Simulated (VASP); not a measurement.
## SiC: single point with PBE

Crystal: SiC.

```
Si C
1.0
     0.00000    2.10868    2.10868
     2.10868    0.00000    2.10868
     2.20174    2.20174   -0.09306
Si C
1 1
Direct
  0.00000 0.00000 0.00000
  0.75000 0.75000 0.75000
```

```
Program                : VASP 6.6.1
Task                   : single point
Functional             : PBE
Potentials or basis    : VASP PAW PBE potentials, release 64 (Si, C)
Cutoff                 : 520 eV
k mesh                 : 12 × 12 × 12
Occupations            : gaussian, width 0.05 eV
Spin                   : no spin polarisation
Dipole correction      : no
Further INCAR settings : ALGO = Normal; EDIFF = 1e-06; NBANDS = 11
```

* Pressure: 12.8 GPa
* Largest force: 0.557 eV/Å
* Band gap on the k mesh: 1.11 eV, indirect (least direct gap 4.16 eV)

Forces in eV/Å, atoms in the order of the input:
```
Si   0.322  0.322 -0.322
C   -0.322 -0.322  0.322
```

Stress tensor (GPa, compression positive):
```
 12.75 -12.26  12.26
-12.26  12.75  12.26
 12.26  12.26  12.75
```

Levels at points of the mesh, in eV from the valence-band top:
```
           k point  band 2  band 3  band 4  band 5  band 6  band 7
(0.00, 0.00, 0.00)   -0.46    0.00    0.00    5.25    7.71    7.93
(0.50, 0.00, 0.00)   -8.83   -1.37   -1.27    5.15    6.69    7.54
(0.50, 0.50, 0.00)   -8.05   -3.70   -3.05    1.11    4.40   13.86
(0.00, 0.00, 0.50)   -8.97   -0.83   -0.83    6.56    7.79    7.79
```

Wall time 54 s on 1 thread of AMD EPYC 7R43 64-Core Processor (Zen 3), on a shared host, peak memory 0.12 GiB.

A k mesh can miss the band edges.
